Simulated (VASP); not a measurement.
A run of VASP 6.6.1 is set up as follows.

Contents of INCAR:

```
PREC     = Accurate       # precision mode
ENCUT    = 520            # plane-wave cutoff, eV
EDIFF    = 1E-6           # SCF threshold, eV
ISMEAR   = 0              # smearing method
SIGMA    = 0.15           # smearing width, eV
LREAL    = F              # projectors in reciprocal space
LASPH    = T              # aspherical terms in the spheres
NELM     = 80             # most SCF steps
ALGO     = Normal         # electronic algorithm
ISIF     = 2              # what is computed and relaxed
LWAVE    = F              # write WAVECAR
LCHARG   = F              # write CHGCAR
GGA      = PS             # functional
NBANDS   = 24             # bands
```

File KPOINTS:

```
Automatic mesh
0
Gamma
  18 18 8
```

Contents of POSCAR:

```
TaN
1.0
    3.1219875651      0.0000000000      0.0000000000
   -1.5609937826      2.7037205417      0.0000000000
    0.0000000000      0.0000000000      6.0516298700
Ta N
2 2
Direct
    0.3333333333      0.6666666667      0.0301041378
    0.6666666667      0.3333333333      0.5301041378
    0.3333333333      0.6666666667      0.3548958622
    0.6666666667      0.3333333333      0.8548958622
```

Potentials or basis: VASP PAW PBE potentials, release 64 (Ta_pv, N).

Command:

```bash
$ cat potpaw_PBE.64/Ta_pv/POTCAR potpaw_PBE.64/N/POTCAR > POTCAR
$ mpirun -np 1 vasp_std > vasp.out
```

(1) Estimate the largest force.

(2) What does it give for the band gap on the k mesh?

(3) Predict the pressure.

Answers

(1) 0.024 eV/Å.

(2) zero (bands 16 and 17 overlap by 0.50 eV).

(3) 0.8 GPa.

Caveat: the PAW data sets were made with another functional, which shifts forces and pressure a little; spin-orbit coupling is left out, which moves the levels of the heavy elements.
